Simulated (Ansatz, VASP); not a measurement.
# Os4C: VASP beside Ansatz

```
CELL_PARAMETERS angstrom
4.02778 0.00000 0.00000
0.00000 4.02778 0.00000
0.00000 0.00000 4.02778
ATOMIC_POSITIONS crystal
Os 0.50000 0.00000 0.00000
Os 0.00000 0.50000 0.00000
Os 0.00000 0.00000 0.50000
Os 0.50000 0.50000 0.50000
C 0.00000 0.00000 0.00000
```

Alike in both runs: functional PBE; k mesh 10 × 10 × 10; occupations gaussian, width 0.1 eV; no spin polarisation.

Ansatz relaxed the structure, and its values are those at the end. VASP's run is a single point on that final structure, the one shown.

```csv
,VASP,Ansatz
version,VASP 6.6.1,Ansatz 0.2.0
potentials or method,"VASP PAW PBE potentials, release 64 (Os_sv_GW, C), cutoff 600 eV","scalar-relativistic, plane waves, PAW"
valence electrons in the cell,68,68
```

VASP gave:

* gap on the k mesh at the Fermi level (eV): none
* pressure (GPa): -0.5

What did Ansatz give for the same quantities?

gap on the k mesh at the Fermi level (eV): none; pressure (GPa): 0.0.

A gap of «none» marks a metal or a gap that the smearing closes. With one functional, cell and mesh, what is left measures potentials, basis and numerics.

Spin-orbit coupling is off throughout.
